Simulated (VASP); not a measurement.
Runs of VASP 6.6.1 on Ir. The structure is that of space group Immm (No. 71), or close to it. The cells are those of the table. 

```csv
cell,further INCAR settings,gap on the mesh (eV),pressure (GPa)
"a = 2.703, b = 2.398 Å, angles 63.7, 67.2, 63.7°, 1 atom",ALGO = Fast; EDIFF = 1e-07; NBANDS = 10,none,29.5
"a = 2.699, b = 2.472 Å, angles 62.7, 65.4, 62.7°, 1 atom",ALGO = Fast; EDIFF = 1e-06; NBANDS = 10,none,(a)
"a = 2.698, b = 2.497 Å, angles 62.4, 64.8, 62.4°, 1 atom",ALGO = Fast; EDIFF = 1e-07; NBANDS = 10,none,14.6
"a = 2.629, b = 2.399, c = 2.707 Å, angles 65.6, 68.2, 64.8°, 1 atom",ALGO = Fast; EDIFF = 1e-07; NBANDS = 10,none,(b)
"a = 2.697, b = 2.546 Å, angles 61.8, 63.6, 61.8°, 1 atom",ALGO = Fast; EDIFF = 1e-06; NBANDS = 10,none,9.5
```

Alike in all rows: task single point; level LDA; potentials or basis VASP PAW LDA potentials, release 64 (Ir); no spin polarisation; k mesh 20 × 20 × 20; cutoff (eV) 520; smearing gaussian 0.15 eV.

Problem. Fill in the values left out.

Solution. (a) 17.5; (b) 31.1.

Caveats: the cell stands under pressure; spin-orbit coupling is left out, which moves the levels of the heavy elements.

A k mesh can miss the band edges, and the runs leave out spin-orbit coupling on Ir.

A gap of «none» marks levels without a gap at the run's occupations.
